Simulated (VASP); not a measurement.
# La2O3 (P1) in VASP: notebook

The runs below take La2O3 through single point, with PBE.

Program: VASP 6.6.1. These are calculated values, not measurements. Logs are shortened: lines on timing, memory, paths and dates and some standing lists are left out, and cuts for length are marked.

## 1. The cell of the first run

The typed cell holds 5 atoms: a = 3.848 Å, b = 3.912 Å, c = 5.890 Å, α = 90.50°, β = 88.80°, γ = 118.60°.

## 2. Single point, PBE

The input, INCAR:

```
SYSTEM = La2O3
PREC = Accurate
ENCUT = 520
EDIFF = 1E-6
ISMEAR = 1
SIGMA = 0.1
LREAL = .False.
LASPH = .True.
NELM = 80
ALGO = Normal
ISIF = 2
LWAVE = .False.
LCHARG = .False.
GGA = PE
NBANDS = 28
```

The input, KPOINTS:

```
regular mesh
0
Gamma
  4 4 2
  0 0 0
```

The input, POSCAR:

```
La2O3
1.0
    3.8481300000      0.0294100000      0.0399400000
   -1.8986000000      3.4200300000     -0.0170600000
    0.0621000000      0.0052300000      5.8891900000
La O
2 3
Direct
    0.6651900000      0.3153500000      0.7641500000
    0.3087217233      0.6532542002      0.2508006541
    0.6331900000      0.3325100000      0.3454700000
    0.3551100000      0.6860800000      0.6438400000
    0.0044200000      0.0167600000      0.9826100000
```

Potentials or basis: VASP PAW PBE potentials, release 64 (La, O).

Started as:

```console
$ cat potpaw_PBE.64/La/POTCAR potpaw_PBE.64/O/POTCAR > POTCAR
$ mpirun -np 1 vasp_std > vasp.out
```

OUTCAR:

```text
SYSTEM = La2O3
   PREC = Accurate
   ENCUT = 520
   EDIFF = 1E-6
   ISMEAR = 1
   LREAL = .False.
   LASPH = .True.
   NELM = 80
   ISIF = 2
   GGA = PE

 ion  position               nearest neighbor table
   1  0.665  0.315  0.764-   4 2.28   4 2.40   4 2.43   3 2.47   5 2.51   5 2.56   5 2.73   2 3.63
                             2 3.65   2 3.66
   2  0.309  0.653  0.251-   3 2.23   4 2.32   3 2.34   3 2.40   5 2.70   5 2.76   5 2.81   1 3.63
                             1 3.65   1 3.66
   3  0.633  0.333  0.345-   2 2.23   2 2.34   2 2.40   1 2.47
   4  0.355  0.686  0.644-   1 2.28   2 2.32   1 2.40   1 2.43
   5  0.004  0.017  0.983-   1 2.51   1 2.56   2 2.70   1 2.73   2 2.76   2 2.81

  LATTYP: Found a triclinic cell.
 ALAT       =     3.8484496422
 B/A-ratio  =     1.0164413048
 C/A-ratio  =     1.5303616456
 COS(alpha) =     0.0087023352
 COS(beta)  =     0.0209276881
 COS(gamma) =     0.4786850384

  Lattice vectors:

 A1 = (  -3.8481300000,  -0.0294100000,  -0.0399400000)
 A2 = (  -1.8986000000,   3.4200300000,  -0.0170600000)
 A3 = (  -0.0621000000,  -0.0052300000,  -5.8891900000)

Analysis of symmetry for initial positions (statically):
=====================================================================
 Subroutine PRICEL returns:
 Original cell was already a primitive cell.

 Routine SETGRP: Setting up the symmetry group for a
 triclinic supercell.

 Subroutine GETGRP returns: Found  1 space group operations
 (whereof  1 operations were pure point group operations)
 out of a pool of  2 trial point group operations.

The static configuration has the point symmetry C_1 .

Analysis of symmetry for dynamics (positions and initial velocities):
=====================================================================
 Subroutine PRICEL returns:
 Original cell was already a primitive cell.

 Routine SETGRP: Setting up the symmetry group for a
 triclinic supercell.

 Subroutine GETGRP returns: Found  1 space group operations
 (whereof  1 operations were pure point group operations)
 out of a pool of  2 trial point group operations.

The dynamic configuration has the point symmetry C_1 .

 Subroutine INISYM returns: Found  1 space group operations
 (whereof  1 operations are pure point group operations),
 and found     1 'primitive' translations

----------------------------------------------------------------------------------------

                                     Primitive cell

  volume of cell :      77.8263

  direct lattice vectors                    reciprocal lattice vectors
     3.848130000  0.029410000  0.039940000     0.258798218  0.143655338 -0.002856537
    -1.898600000  3.420030000 -0.017060000    -0.002222800  0.291159955 -0.000235131
     0.062100000  0.005230000  5.889190000    -0.001761587 -0.000130817  0.169821330

  length of vectors
     3.848449642  3.911723176  5.889519727     0.296009347  0.291168535  0.169830517

  position of ions in fractional coordinates (direct lattice)
     0.665190000  0.315350000  0.764150000
     0.308721723  0.653254200  0.250800654
     0.633190000  0.332510000  0.345470000
     0.355110000  0.686080000  0.643840000
     0.004420000  0.016760000  0.982610000

  ion indices of the primitive-cell ions
   primitive index   ion index
                 1           1
                 2           2
                 3           3
                 4           4
                 5           5

----------------------------------------------------------------------------------------

 KPOINTS: regular mesh

Automatic generation of k-mesh.
 Grid dimensions read from file:
 generate k-points for:    4    4    2

 Generating k-lattice:

  Cartesian coordinates                     Fractional coordinates (reciprocal lattice)
     0.064699554  0.035913834 -0.000714134     0.250000000 -0.000000000  0.000000000
    -0.000555700  0.072789989 -0.000058783     0.000000000  0.250000000 -0.000000000
    -0.000880794 -0.000065408  0.084910665     0.000000000  0.000000000  0.500000000

  Length of vectors
     0.074002337  0.072792134  0.084915258

  Shift w.r.t. Gamma in fractional coordinates (k-lattice)
     0.000000000  0.000000000  0.000000000

 Subroutine IBZKPT returns following result:
 ===========================================

 Found     20 irreducible k-points:

 Following reciprocal coordinates:
            Coordinates               Weight
  0.000000  0.000000  0.000000      1.000000
  0.250000 -0.000000  0.000000      2.000000
  0.500000 -0.000000  0.000000      1.000000
 -0.000000  0.250000 -0.000000      2.000000
  0.250000  0.250000 -0.000000      2.000000
  0.500000  0.250000  0.000000      2.000000
[... 12 lines left out ...]
  0.250000  0.500000  0.500000      2.000000
  0.500000  0.500000  0.500000      1.000000
   k-points           NKPTS =     20   k-points in BZ     NKDIM =     20   number of bands    NBANDS=     28
   number of dos      NEDOS =    301   number of ions     NIONS =      5
   total plane-waves  NPLWV =  43200
   dimension x,y,z NGX =    30 NGY =   30 NGZ =   48
   dimension x,y,z NGXF=    60 NGYF=   60 NGZF=   96
   ions per type =               2   3
   NGX,Y,Z   is equivalent  to a cutoff of  12.96, 12.75, 13.55 a.u.
   NGXF,Y,Z  is equivalent  to a cutoff of  25.92, 25.50, 27.10 a.u.
 SYSTEM =  La2O3
   PREC   = accura    normal or accurate (medium, high low for compatibility)
   ISTART =      0    job   : 0-new  1-cont  2-samecut
   ICHARG =      2    charge: 1-file 2-atom 10-const
   ISPIN  =      1    spin polarized calculation?
   LNONCOLLINEAR =      F non collinear calculations
   LSORBIT =      F    spin-orbit coupling
   LASPH  =      T    aspherical Exc in radial PAW
   ENCUT  =  520.0 eV  38.22 Ry    6.18 a.u.   7.16  7.27 10.95*2*pi/ulx,y,z
   NELM   =     80;   NELMIN=  2; NELMDL= -5     # of ELM steps
   EDIFF  = 0.1E-05   stopping-criterion for ELM
   LREAL  =      F    real-space projection
   EDIFFG = 0.1E-04   stopping-criterion for IOM
   NSW    =      0    number of steps for IOM
   IBRION =     -1    ionic relax: 0-MD 1-quasi-New 2-CG
   NFREE  =      0    steps in history (QN), initial steepest desc. (CG)
   ISIF   =      2    stress and relaxation
   ISYM   =      2    0-nonsym 1-usesym 2-fastsym
   POTIM  = 0.5000    time-step for ionic-motion
   TEBEG  =    0.0;   TEEND  =   0.0 temperature during run
   PSTRESS=    0.0 pullay stress
   NELECT =      40.0000    total number of electrons
   NUPDOWN=      -1.0000    fix difference up-down
   EMIN   =  10.00;   EMAX   =-10.00  energy-range for DOS
   EFERMI =   0.00;   METHOD = LEGACY
   ISMEAR =     1;   SIGMA  =   0.10  broadening in eV -4-tet -1-fermi 0-gaus
   EFERMI_NEDOS =   21; number of points for ismear=-14 and -15
   IALGO  =     38    algorithm
   IMIX   =      4    mixing-type and parameters
     AMIX     =   0.40;   BMIX     =  1.00
     AMIX_MAG =   1.60;   BMIX_MAG =  1.00
  volume/ion in A,a.u.               =      15.57       105.04
  Fermi-wavevector in a.u.,A,eV,Ry     =   1.311353  2.478097 23.397196  1.719645
  Thomas-Fermi vector in A             =   2.441820
   LORBIT       =      0    0 simple, 1 ext, 2 COOP (PROOUT), +10 PAW based schemes
   GGA     = PE    functional components
   LHFCALC =     F    Hartree Fock is set to
   AEXX    =    0.0000 exact exchange contribution
   IVDW    =     0    specifies the selected vdW correction
   LEPSILON=     F    determine dielectric tensor
   LRPA    =     F    only Hartree local field effects (RPA)
 non-spin polarized calculation
 Methfessel and Paxton  Order N= 1 SIGMA  =   0.10
  energy-cutoff  :      520.00
  volume of cell :       77.83
 maximum number of plane-waves:      2106
 NGX is ok and might be reduce to    30
   NGX = 15   NGY = 15   NGZ = 21

 number of electron      39.9999996 magnetization

 Free energy of the ion-electron system (eV)
  ---------------------------------------------------
  ext. energy  EPLUGINS =         0.00000000
  ---------------------------------------------------
  free energy    TOTEN  =       -41.50551033 eV

  energy without entropy =      -41.50751971  energy(sigma->0) =      -41.50618012

 E-fermi :   6.6355     XC(G=0): -10.7193

 val. band max:        6.5887287120   @ k =   0.5000  -0.0000   0.5000
 cond. band min:      10.4121314671   @ k =   0.5000   0.5000  -0.0000
 fundamental gap:      3.8234027551
 Fermi energy:         6.6354927147

 k-point     1 :       0.0000    0.0000    0.0000
  band No.  band energies     occupation
      1     -23.2261      2.00000
      2     -22.8752      2.00000
      3     -10.6390      2.00000
      4      -9.3828      2.00000
      5      -8.9149      2.00000
      6      -6.7344      2.00000
[... 20 lines left out ...]
     27      12.1918      0.00000
     28      12.3449      0.00000

 k-point     2 :       0.2500   -0.0000    0.0000
  band No.  band energies     occupation
      1     -23.1113      2.00000
      2     -22.8424      2.00000
      3     -10.7149      2.00000
      4     -10.1651      2.00000
      5      -9.3853      2.00000
      6      -7.0179      2.00000
[... 20 lines left out ...]
     27      12.2062      0.00000
     28      12.2425      0.00000

 k-point     3 :       0.5000   -0.0000    0.0000
  band No.  band energies     occupation
      1     -22.9680      2.00000
      2     -22.8333      2.00000
      3     -11.0519      2.00000
      4     -10.7575      2.00000
      5      -9.2105      2.00000
      6      -7.2917      2.00000
[... 20 lines left out ...]
     27      12.0671      0.00000
     28      12.1598      0.00000

 k-point     4 :      -0.0000    0.2500   -0.0000
  band No.  band energies     occupation
      1     -23.1188      2.00000
      2     -22.8440      2.00000
      3     -10.6992      2.00000
      4     -10.2645      2.00000
      5      -9.3509      2.00000
      6      -6.9420      2.00000
[... 454 lines left out ...]
     27      12.0851      0.00000
     28      12.1113      0.00000

 k-point    19 :       0.2500    0.5000    0.5000
  band No.  band energies     occupation
      1     -22.9501      2.00000
      2     -22.8473      2.00000
      3     -11.0982      2.00000
      4     -10.9186      2.00000
      5      -9.3356      2.00000
      6      -7.1866      2.00000
[... 20 lines left out ...]
     27      12.1206      0.00000
     28      12.1620      0.00000

 k-point    20 :       0.5000    0.5000    0.5000
  band No.  band energies     occupation
      1     -22.9350      2.00000
      2     -22.8400      2.00000
      3     -11.2458      2.00000
      4     -10.9306      2.00000
      5      -9.0410      2.00000
      6      -6.9378      2.00000
[... 20 lines left out ...]
     27      12.1404      0.00000
     28      12.1988      0.00000

------------------------ aborting loop because EDIFF is reached ----------------------------------------

  FORCE on cell =-STRESS in cart. coord.  units (eV):
  Direction    XX          YY          ZZ          XY          YZ          ZX
  --------------------------------------------------------------------------------------
  -------------------------------------------------------------------------------------
  Total        4.7328237      3.4454941      4.7930740     -1.1518352      0.3162961     -0.7553715
  in kB       97.4327112     70.9309810     98.6730585    -23.7123604      6.5114581    -15.5505241
  external PRESSURE =      89.0122503 kB  Pullay stress =       0.0000000 kB

 VOLUME and BASIS-vectors are now :
 -----------------------------------------------------------------------------
  energy-cutoff  :      520.00
  volume of cell :       77.83
      direct lattice vectors                 reciprocal lattice vectors
     3.848130000  0.029410000  0.039940000     0.258798218  0.143655338 -0.002856537
    -1.898600000  3.420030000 -0.017060000    -0.002222800  0.291159955 -0.000235131
     0.062100000  0.005230000  5.889190000    -0.001761587 -0.000130817  0.169821330

 POSITION                                       TOTAL-FORCE (eV/Angst)
 -----------------------------------------------------------------------------------
      2.00847      1.10207      4.52141        -0.192117      0.511834     -0.142438
     -0.03669      2.24454      1.47820        -0.250484      0.600370     -0.528165
      1.82675      1.15762      2.05416         0.892785     -0.419334      0.068634
      0.10390      2.36023      3.79417        -0.433559     -0.556429      0.146175
      0.04621      0.06259      5.78667        -0.016625     -0.136441      0.455793
 -----------------------------------------------------------------------------------
    total drift:                                0.000301      0.000756     -0.000752

  FREE ENERGIE OF THE ION-ELECTRON SYSTEM (eV)
  ---------------------------------------------------
  free  energy   TOTEN  =       -41.5055103281 eV

  energy  without entropy=      -41.5075197073  energy(sigma->0) =      -41.50618012
```

It took 1.7 min on 1 thread of AMD EPYC 7R13, shared host; peak memory 0.19 GiB.

What came out:

| Quantity | Value |
| --- | --- |
| Free energy | -41.5055 eV |
| Pressure | 8.9 GPa |
| Largest force | 0.989 eV/Å |
| Band gap on the k mesh | 3.82 eV (least direct gap 4.08 eV) |

Forces on the atoms (eV/Å):
```
La  -0.192  0.512 -0.142
La  -0.250  0.600 -0.528
O    0.893 -0.419  0.069
O   -0.434 -0.556  0.146
O   -0.017 -0.136  0.456
```

Caveat: the k points lie up to 0.53 Å⁻¹ apart; spin-orbit coupling is left out, which moves the levels of the heavy elements. A k mesh can miss the band edges.

## 3. Single point, PBE

INCAR: that of step 2 with these lines changed.

```diff
@@ -3,3 +3,3 @@
 ENCUT = 520
-EDIFF = 1E-6
+EDIFF = 1E-7
 ISMEAR = 1
@@ -8,3 +8,3 @@
 LASPH = .True.
-NELM = 80
+NELM = 60
 ALGO = Normal
```

KPOINTS is that of step 2.

POSCAR: that of step 2 with these lines changed.

```diff
@@ -9,3 +9,3 @@
     0.6651900000      0.3153500000      0.7641500000
-    0.3087217233      0.6532542002      0.2508006541
+    0.3123131068      0.6605331991      0.2507973837
     0.6331900000      0.3325100000      0.3454700000
```

Potentials or basis: VASP PAW PBE potentials, release 64 (La, O).

Started as:

```console
$ cat potpaw_PBE.64/La/POTCAR potpaw_PBE.64/O/POTCAR > POTCAR
$ mpirun -np 1 vasp_std > vasp.out
```

OUTCAR:

```text
SYSTEM = La2O3
   PREC = Accurate
   ENCUT = 520
   EDIFF = 1E-7
   ISMEAR = 1
   LREAL = .False.
   LASPH = .True.
   NELM = 60
   ISIF = 2
   GGA = PE

 ion  position               nearest neighbor table
   1  0.665  0.315  0.764-   4 2.28   4 2.40   4 2.43   3 2.47   5 2.51   5 2.56   5 2.73   2 3.64
                             2 3.64   2 3.66
   2  0.312  0.661  0.251-   3 2.25   4 2.32   3 2.35   3 2.38   5 2.72   5 2.75   5 2.80   1 3.64
                             1 3.64   1 3.66
   3  0.633  0.333  0.345-   2 2.25   2 2.35   2 2.38   1 2.47
[... 825 lines left out ...]
  -------------------------------------------------------------------------------------
  Total        4.4697340      3.5833888      4.7632980     -1.1367304      0.4194366     -0.7595743
  in kB       92.0165912     73.7697638     98.0600736    -23.4014059      8.6347703    -15.6370467
  external PRESSURE =      87.9488095 kB  Pullay stress =       0.0000000 kB

 VOLUME and BASIS-vectors are now :
 -----------------------------------------------------------------------------
  energy-cutoff  :      520.00
  volume of cell :       77.83
      direct lattice vectors                 reciprocal lattice vectors
     3.848130000  0.029410000  0.039940000     0.258798218  0.143655338 -0.002856537
    -1.898600000  3.420030000 -0.017060000    -0.002222800  0.291159955 -0.000235131
     0.062100000  0.005230000  5.889190000    -0.001761587 -0.000130817  0.169821330

 POSITION                                       TOTAL-FORCE (eV/Angst)
 -----------------------------------------------------------------------------------
      2.00847      1.10207      4.52141        -0.187698      0.537530     -0.146111
     -0.03669      2.26954      1.47820        -0.229193      0.421534     -0.510982
      1.82675      1.15762      2.05416         0.870506     -0.289804      0.052461
      0.10390      2.36023      3.79417        -0.435067     -0.536725      0.146350
      0.04621      0.06259      5.78667        -0.018549     -0.132535      0.458282
 -----------------------------------------------------------------------------------
    total drift:                               -0.000071     -0.000384     -0.000523

  FREE ENERGIE OF THE ION-ELECTRON SYSTEM (eV)
  ---------------------------------------------------
  free  energy   TOTEN  =       -41.5182932041 eV

  energy  without entropy=      -41.5201437127  energy(sigma->0) =      -41.51891004
```

stdout:

```text
POSCAR found type information on POSCAR LaO
 POSCAR found :  2 types and       5 ions
 scaLAPACK will be used
 LDA part: xc-table for (Slater+PW92), standard interpolation
 POSCAR, INCAR and KPOINTS ok, starting setup
 FFT: planning ... GRIDC
 FFT: planning ... GRID_SOFT
 FFT: planning ... GRID
 WAVECAR not read
 entering main loop
```

Wall time 2 min (1 thread of AMD EPYC 7R13, shared host); peak memory 0.19 GiB.

Results:

```yaml
Free_energy: -41.5183 eV
Pressure: 8.8 GPa
Largest_force: 0.919 eV/Å
Band_gap_on_the_k_mesh: 3.83 eV (least direct gap 4.09 eV)
```

Forces in eV/Å, atoms in the order of the input:
```
La  -0.188  0.538 -0.146
La  -0.229  0.422 -0.511
O    0.871 -0.290  0.052
O   -0.435 -0.537  0.146
O   -0.019 -0.133  0.458
```

Stress tensor (GPa, compression positive):
```
 9.20 -2.34 -1.56
-2.34  7.38  0.86
-1.56  0.86  9.81
```

Caveat: the k points lie up to 0.53 Å⁻¹ apart; spin-orbit coupling is left out, which moves the levels of the heavy elements.

## 4. Single point, PBE

The input, INCAR:

```
ALGO = Normal ; EDIFF = 1E-6
ENCUT = 520 ; GGA = PE
ISIF = 2 ; ISMEAR = 1
LASPH = True ; LCHARG = False
LREAL = False ; LWAVE = False
NBANDS = 28 ; NELM = 100
PREC = Accurate ; SIGMA = 0.1
```

The input, KPOINTS:

```
k-points
0
Gamma
  4 4 2
```

POSCAR: that of step 3 with these lines changed.

```diff
@@ -9,3 +9,3 @@
     0.6651900000      0.3153500000      0.7641500000
-    0.3123131068      0.6605331991      0.2507973837
+    0.3065668932      0.6488868009      0.2508026163
     0.6331900000      0.3325100000      0.3454700000
```

Started as:

```console
$ cat potpaw_PBE.64/La/POTCAR potpaw_PBE.64/O/POTCAR > POTCAR
$ mpirun -np 1 vasp_std > vasp.out
```

Wall time 1.8 min (1 thread of AMD EPYC 7R13, shared host); peak memory 0.19 GiB.

It converged, with:

```
Free energy            : -41.4957 eV
Pressure               : 9.0 GPa
Largest force          : 1.036 eV/Å
Band gap on the k mesh : 3.82 eV (least direct gap 4.07 eV)
```

Forces on the atoms (eV/Å):
```
La  -0.195  0.497 -0.140
La  -0.264  0.705 -0.542
O    0.907 -0.495  0.081
O   -0.433 -0.568  0.146
O   -0.015 -0.140  0.454
```

Stress tensor (GPa, compression positive):
```
10.09 -2.39 -1.55
-2.39  6.94  0.53
-1.55  0.53  9.91
```

Levels at points of the mesh, in eV from the valence-band top:
```tsv
k point	band 18	band 19	band 20	band 21	band 22	band 23
(0.00, 0.00, 0.00)	-0.65	-0.49	-0.27	4.30	4.40	4.57
(0.50, 0.00, 0.00)	-0.68	-0.52	-0.32	3.91	4.80	5.20
(0.00, 0.50, 0.00)	-0.68	-0.52	-0.46	3.89	4.72	5.28
(0.50, 0.50, 0.00)	-0.72	-0.52	-0.25	3.82	4.77	5.21
(0.00, 0.00, 0.50)	-0.92	-0.45	-0.40	4.62	4.71	4.75
(0.50, 0.00, 0.50)	-0.82	-0.39	0.00	4.53	4.67	5.19
(0.00, 0.50, 0.50)	-0.86	-0.52	-0.07	4.47	4.63	5.16
(0.50, 0.50, 0.50)	-0.80	-0.52	-0.12	4.44	4.56	5.10
```

Caveat: the k points lie up to 0.53 Å⁻¹ apart; spin-orbit coupling is left out, which moves the levels of the heavy elements; forces of over 1 eV/Å act on the atoms, so gaps and moduli don't describe the material at rest. A k mesh can miss the band edges.

## 5. Overview

```tsv
cell	gap on the mesh (eV)	pressure (GPa)	largest force (eV/Å)
as given, atomic positions A	3.82	8.9	0.99
as given, atomic positions B	3.83	8.8	0.92
as given, atomic positions C	3.82	9.0	1.04
```

Alike in all rows: task single point; level PBE; potentials or basis VASP PAW PBE potentials, release 64 (La, O); no spin polarisation; k mesh 4 × 4 × 2; cutoff (eV) 520; smearing methfessel-paxton 0.1 eV.

Caveats: all runs use coarse meshes; spin-orbit coupling is left out, which moves the levels of the heavy elements; forces of over 1 eV/Å act on the atoms, so gaps and moduli don't describe the material at rest (at least some runs).

Total energies depend on the potentials used, so only differences within one code and one set of settings carry meaning.
